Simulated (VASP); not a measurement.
# AlCu3 (Pm-3m) in VASP: notebook

Runs on AlCu3. Level: PBEsol. Tasks: single point, relaxation of cell and atoms.

Program: VASP 6.6.1. These are calculated values, not measurements. Logs are shortened: lines on timing, memory, paths and dates and some standing lists are left out, and cuts for length are marked.

**1. The cell of the first run**

The structure is cubic, space group Pm-3m (No. 221). Conventional cell: a = 3.633 Å, b = 3.633 Å, c = 3.633 Å, α = 90.00°, β = 90.00°, γ = 90.00°. Within 3.4 Å of Al (site symmetry m-3m) lie 12 Cu at 2.57 Å. Within 3.4 Å of Cu (site symmetry 4/mmm) lie 4 Al at 2.57 Å and 8 Cu at 2.57 Å.

**2. Single point, PBEsol**

INCAR

```
SYSTEM = AlCu3
  ALGO = Normal
  EDIFF = 1E-6
  ENCUT = 600
  GGA = PS
  GGA_COMPAT = .FALSE.
  ISIF = 2
  ISMEAR = 0
  LASPH = .TRUE.
  LCHARG = .TRUE.
  LELF = .TRUE.
  LREAL = .FALSE.
  LVHAR = .TRUE.
  LWAVE = .FALSE.
  NBANDS = 26
  NELM = 120
  PREC = Accurate
  SIGMA = 0.05
```

KPOINTS

```
k-points
0
G
  5 5 5
  0 0 0
```

POSCAR

```
AlCu3
1.0
    3.6327315805      0.0000000000      0.0000000000
    0.0000000000      3.6327315805      0.0000000000
    0.0000000000      0.0000000000      3.6327315805
Al Cu
1 3
Direct
    0.0000000000      0.0000000000      0.0000000000
    0.5000000000      0.5000000000      0.0000000000
    0.5000000000      0.0000000000      0.5000000000
    0.0000000000      0.5000000000      0.5000000000
```

Potentials or basis: VASP PAW PBE potentials, release 64 (Al, Cu).

Launch:

```bash
cat potpaw_PBE.64/Al/POTCAR potpaw_PBE.64/Cu/POTCAR > POTCAR
mpirun -np 1 vasp_std > vasp.out
```

OUTCAR:

```text
SYSTEM = AlCu3
   EDIFF = 1E-6
   ENCUT = 600
   GGA = PS
   ISIF = 2
   ISMEAR = 0
   LASPH = .TRUE.
   LREAL = .FALSE.
   NELM = 120
   PREC = Accurate

 ion  position               nearest neighbor table
   1  0.000  0.000  0.000-   2 2.57   3 2.57   4 2.57   3 2.57   4 2.57   2 2.57   4 2.57   4 2.57
                             2 2.57   3 2.57   3 2.57   2 2.57
   2  0.500  0.500  0.000-   1 2.57   3 2.57   4 2.57   3 2.57   4 2.57   1 2.57   3 2.57   3 2.57
                             1 2.57   4 2.57   4 2.57   1 2.57
   3  0.500  0.000  0.500-   1 2.57   2 2.57   4 2.57   1 2.57   2 2.57   2 2.57   4 2.57   2 2.57
                             1 2.57   4 2.57   1 2.57   4 2.57
   4  0.000  0.500  0.500-   1 2.57   2 2.57   3 2.57   1 2.57   2 2.57   1 2.57   3 2.57   1 2.57
                             2 2.57   3 2.57   2 2.57   3 2.57

  LATTYP: Found a simple cubic cell.
 ALAT       =     3.6327315805

  Lattice vectors:

 A1 = (   3.6327315805,   0.0000000000,   0.0000000000)
 A2 = (   0.0000000000,   3.6327315805,   0.0000000000)
 A3 = (   0.0000000000,   0.0000000000,   3.6327315805)

Analysis of symmetry for initial positions (statically):
=====================================================================
 Subroutine PRICEL returns:
 Original cell was already a primitive cell.

 Routine SETGRP: Setting up the symmetry group for a
 simple cubic supercell.

 Subroutine GETGRP returns: Found 48 space group operations
 (whereof 48 operations were pure point group operations)
 out of a pool of 48 trial point group operations.

The static configuration has the point symmetry O_h .

Analysis of symmetry for dynamics (positions and initial velocities):
=====================================================================
 Subroutine PRICEL returns:
 Original cell was already a primitive cell.

 Routine SETGRP: Setting up the symmetry group for a
 simple cubic supercell.

 Subroutine GETGRP returns: Found 48 space group operations
 (whereof 48 operations were pure point group operations)
 out of a pool of 48 trial point group operations.

The dynamic configuration has the point symmetry O_h .

 Subroutine INISYM returns: Found 48 space group operations
 (whereof 48 operations are pure point group operations),
 and found     1 'primitive' translations

----------------------------------------------------------------------------------------

                                     Primitive cell

  volume of cell :      47.9402

  direct lattice vectors                    reciprocal lattice vectors
     3.632731580  0.000000000  0.000000000     0.275274949  0.000000000  0.000000000
     0.000000000  3.632731580  0.000000000     0.000000000  0.275274949  0.000000000
     0.000000000  0.000000000  3.632731580     0.000000000  0.000000000  0.275274949

  length of vectors
     3.632731580  3.632731580  3.632731580     0.275274949  0.275274949  0.275274949

  position of ions in fractional coordinates (direct lattice)
     0.000000000  0.000000000  0.000000000
     0.500000000  0.500000000  0.000000000
     0.500000000  0.000000000  0.500000000
     0.000000000  0.500000000  0.500000000

  ion indices of the primitive-cell ions
   primitive index   ion index
                 1           1
                 2           2
                 3           3
                 4           4

----------------------------------------------------------------------------------------

 KPOINTS: k-points

Automatic generation of k-mesh.
 Grid dimensions read from file:
 generate k-points for:    5    5    5

 Generating k-lattice:

  Cartesian coordinates                     Fractional coordinates (reciprocal lattice)
     0.055054990  0.000000000  0.000000000     0.200000000  0.000000000  0.000000000
     0.000000000  0.055054990  0.000000000     0.000000000  0.200000000  0.000000000
     0.000000000  0.000000000  0.055054990     0.000000000  0.000000000  0.200000000

  Length of vectors
     0.055054990  0.055054990  0.055054990

  Shift w.r.t. Gamma in fractional coordinates (k-lattice)
     0.000000000  0.000000000  0.000000000

 Subroutine IBZKPT returns following result:
 ===========================================

 Found     10 irreducible k-points:

 Following reciprocal coordinates:
            Coordinates               Weight
  0.000000  0.000000  0.000000      1.000000
  0.200000  0.000000  0.000000      6.000000
  0.400000  0.000000  0.000000      6.000000
  0.200000  0.200000  0.000000     12.000000
  0.400000  0.200000  0.000000     24.000000
  0.400000  0.400000  0.000000     12.000000
  0.200000  0.200000  0.200000      8.000000
  0.400000  0.200000  0.200000     24.000000
  0.400000  0.400000  0.200000     24.000000
  0.400000  0.400000  0.400000      8.000000
   k-points           NKPTS =     10   k-points in BZ     NKDIM =     10   number of bands    NBANDS=     26
   number of dos      NEDOS =    301   number of ions     NIONS =      4
   total plane-waves  NPLWV =  27000
   dimension x,y,z NGX =    30 NGY =   30 NGZ =   30
   dimension x,y,z NGXF=    60 NGYF=   60 NGZF=   60
   ions per type =               1   3
   NGX,Y,Z   is equivalent  to a cutoff of  13.73, 13.73, 13.73 a.u.
   NGXF,Y,Z  is equivalent  to a cutoff of  27.46, 27.46, 27.46 a.u.
 SYSTEM =  AlCu3
   PREC   = accura    normal or accurate (medium, high low for compatibility)
   ISTART =      0    job   : 0-new  1-cont  2-samecut
   ICHARG =      2    charge: 1-file 2-atom 10-const
   ISPIN  =      1    spin polarized calculation?
   LNONCOLLINEAR =      F non collinear calculations
   LSORBIT =      F    spin-orbit coupling
   LASPH  =      T    aspherical Exc in radial PAW
   ENCUT  =  600.0 eV  44.10 Ry    6.64 a.u.   7.26  7.26  7.26*2*pi/ulx,y,z
   NELM   =    120;   NELMIN=  2; NELMDL= -5     # of ELM steps
   EDIFF  = 0.1E-05   stopping-criterion for ELM
   LREAL  =      F    real-space projection
   EDIFFG = 0.1E-04   stopping-criterion for IOM
   NSW    =      0    number of steps for IOM
   IBRION =     -1    ionic relax: 0-MD 1-quasi-New 2-CG
   NFREE  =      0    steps in history (QN), initial steepest desc. (CG)
   ISIF   =      2    stress and relaxation
   ISYM   =      2    0-nonsym 1-usesym 2-fastsym
   POTIM  = 0.5000    time-step for ionic-motion
   TEBEG  =    0.0;   TEEND  =   0.0 temperature during run
   PSTRESS=    0.0 pullay stress
   NELECT =      36.0000    total number of electrons
   NUPDOWN=      -1.0000    fix difference up-down
   EMIN   =  10.00;   EMAX   =-10.00  energy-range for DOS
   EFERMI =   0.00;   METHOD = LEGACY
   ISMEAR =     0;   SIGMA  =   0.05  broadening in eV -4-tet -1-fermi 0-gaus
   EFERMI_NEDOS =   21; number of points for ismear=-14 and -15
   IALGO  =     38    algorithm
   IMIX   =      4    mixing-type and parameters
     AMIX     =   0.40;   BMIX     =  1.00
     AMIX_MAG =   1.60;   BMIX_MAG =  1.00
  volume/ion in A,a.u.               =      11.99        80.88
  Fermi-wavevector in a.u.,A,eV,Ry     =   1.488021  2.811952 30.126103  2.214206
  Thomas-Fermi vector in A             =   2.601108
   LORBIT       =      0    0 simple, 1 ext, 2 COOP (PROOUT), +10 PAW based schemes
   GGA     = PS    functional components
   LHFCALC =     F    Hartree Fock is set to
   AEXX    =    0.0000 exact exchange contribution
   IVDW    =     0    specifies the selected vdW correction
   LEPSILON=     F    determine dielectric tensor
   LRPA    =     F    only Hartree local field effects (RPA)
 non-spin polarized calculation
 Gauss-broadening in eV      SIGMA  =   0.05
  energy-cutoff  :      600.00
  volume of cell :       47.94
 maximum number of plane-waves:      1611
 NGX is ok and might be reduce to    30
   NGX = 15   NGY = 15   NGZ = 15

 number of electron      35.9999978 magnetization

 Free energy of the ion-electron system (eV)
  ---------------------------------------------------
  ext. energy  EPLUGINS =         0.00000000
  ---------------------------------------------------
  free energy    TOTEN  =       -17.74056969 eV

  energy without entropy =      -17.73590359  energy(sigma->0) =      -17.73823664

 E-fermi :   8.8891     XC(G=0): -12.4983

 val. band max:        8.3909169864   @ k =   0.4000   0.4000   0.0000
 cond. band min:       8.9085267819   @ k =   0.4000   0.2000   0.0000
 fundamental gap:      0.5176097955
 Fermi energy:         8.8891190823

 k-point     1 :       0.0000    0.0000    0.0000
  band No.  band energies     occupation
      1      -2.1005      2.00000
      2       3.1907      2.00000
      3       3.7541      2.00000
      4       3.7541      2.00000
      5       4.0292      2.00000
      6       4.0292      2.00000
[... 18 lines left out ...]
     25      19.1678      0.00000
     26      20.4819      0.00000

 k-point     2 :       0.2000    0.0000    0.0000
  band No.  band energies     occupation
      1      -1.6372      2.00000
      2       3.2022      2.00000
      3       3.5853      2.00000
      4       3.9918      2.00000
      5       4.0933      2.00000
      6       4.0933      2.00000
[... 18 lines left out ...]
     25      17.9207      0.00000
     26      18.6542      0.00000

 k-point     3 :       0.4000    0.0000    0.0000
  band No.  band energies     occupation
      1      -0.3126      2.00000
      2       1.7561      2.00000
      3       3.8123      2.00000
      4       4.2281      2.00000
      5       4.2281      2.00000
      6       4.2929      2.00000
[... 18 lines left out ...]
     25      16.6903      0.00000
     26      21.0565      0.00000

 k-point     4 :       0.2000    0.2000    0.0000
  band No.  band energies     occupation
      1      -1.1835      2.00000
      2       3.3684      2.00000
      3       3.5493      2.00000
      4       3.9686      2.00000
      5       4.0659      2.00000
      6       4.1374      2.00000
[... 18 lines left out ...]
     25      17.3926      0.00000
     26      18.7753      0.00000

 k-point     5 :       0.4000    0.2000    0.0000
  band No.  band energies     occupation
      1       0.1044      2.00000
      2       2.1069      2.00000
      3       3.8470      2.00000
      4       4.0814      2.00000
      5       4.1713      2.00000
      6       4.4405      2.00000
[... 18 lines left out ...]
     25      18.5488      0.00000
     26      19.7108      0.00000

 k-point     6 :       0.4000    0.4000    0.0000
  band No.  band energies     occupation
      1       1.2446      2.00000
      2       2.8479      2.00000
      3       2.9728      2.00000
      4       4.1567      2.00000
      5       4.1931      2.00000
      6       4.5252      2.00000
[... 18 lines left out ...]
     25      17.9848      0.00000
     26      18.7840      0.00000

 k-point     7 :       0.2000    0.2000    0.2000
  band No.  band energies     occupation
      1      -0.7417      2.00000
      2       3.4221      2.00000
      3       3.8047      2.00000
      4       3.8047      2.00000
      5       4.0083      2.00000
      6       4.3411      2.00000
[... 18 lines left out ...]
     25      17.1515      0.00000
     26      20.6827      0.00000

 k-point     8 :       0.4000    0.2000    0.2000
  band No.  band energies     occupation
      1       0.4981      2.00000
      2       2.4079      2.00000
      3       3.6593      2.00000
      4       4.1780      2.00000
      5       4.3278      2.00000
      6       4.4449      2.00000
[... 18 lines left out ...]
     25      18.1321      0.00000
     26      19.7815      0.00000

 k-point     9 :       0.4000    0.4000    0.2000
  band No.  band energies     occupation
      1       1.5289      2.00000
      2       2.9281      2.00000
      3       3.1269      2.00000
      4       4.0063      2.00000
      5       4.4583      2.00000
      6       4.5364      2.00000
[... 18 lines left out ...]
     25      21.0122      0.00000
     26      21.3869      0.00000

 k-point    10 :       0.4000    0.4000    0.4000
  band No.  band energies     occupation
      1       2.0373      2.00000
      2       3.0680      2.00000
      3       3.5735      2.00000
      4       3.5735      2.00000
      5       4.8056      2.00000
      6       4.8218      2.00000
[... 18 lines left out ...]
     25      22.8555      0.00000
     26      24.1048      0.00000

------------------------ aborting loop because EDIFF is reached ----------------------------------------

  FORCE on cell =-STRESS in cart. coord.  units (eV):
  Direction    XX          YY          ZZ          XY          YZ          ZX
  --------------------------------------------------------------------------------------
  -------------------------------------------------------------------------------------
  Total        0.1576977      0.1576977      0.1576977      0.0000000      0.0000000      0.0000000
  in kB        5.2703084      5.2703084      5.2703084      0.0000000      0.0000000      0.0000000
  external PRESSURE =       5.2703084 kB  Pullay stress =       0.0000000 kB

 VOLUME and BASIS-vectors are now :
 -----------------------------------------------------------------------------
  energy-cutoff  :      600.00
  volume of cell :       47.94
      direct lattice vectors                 reciprocal lattice vectors
     3.632731580  0.000000000  0.000000000     0.275274949  0.000000000  0.000000000
     0.000000000  3.632731580  0.000000000     0.000000000  0.275274949  0.000000000
     0.000000000  0.000000000  3.632731580     0.000000000  0.000000000  0.275274949

 POSITION                                       TOTAL-FORCE (eV/Angst)
 -----------------------------------------------------------------------------------
      0.00000      0.00000      0.00000         0.000000      0.000000      0.000000
      1.81637      1.81637      0.00000         0.000000      0.000000      0.000000
      1.81637      0.00000      1.81637         0.000000      0.000000      0.000000
      0.00000      1.81637      1.81637         0.000000      0.000000      0.000000
 -----------------------------------------------------------------------------------
    total drift:                                0.000000      0.000000     -0.000000

  FREE ENERGIE OF THE ION-ELECTRON SYSTEM (eV)
  ---------------------------------------------------
  free  energy   TOTEN  =       -17.7405696886 eV

  energy  without entropy=      -17.7359035869  energy(sigma->0) =      -17.73823664
```

It took 8.4 s on 1 thread of Intel Xeon 6975P-C (Granite Rapids), shared host; peak memory 0.17 GiB.

What came out:

- Free energy: -17.7406 eV
- Pressure: 0.5 GPa
- Band gap on the k mesh: zero (bands 18 and 19 overlap by 4.22 eV)

Caveat: the PAW data sets were made with another functional, which shifts forces and pressure a little.

[end of part 1 of 2]
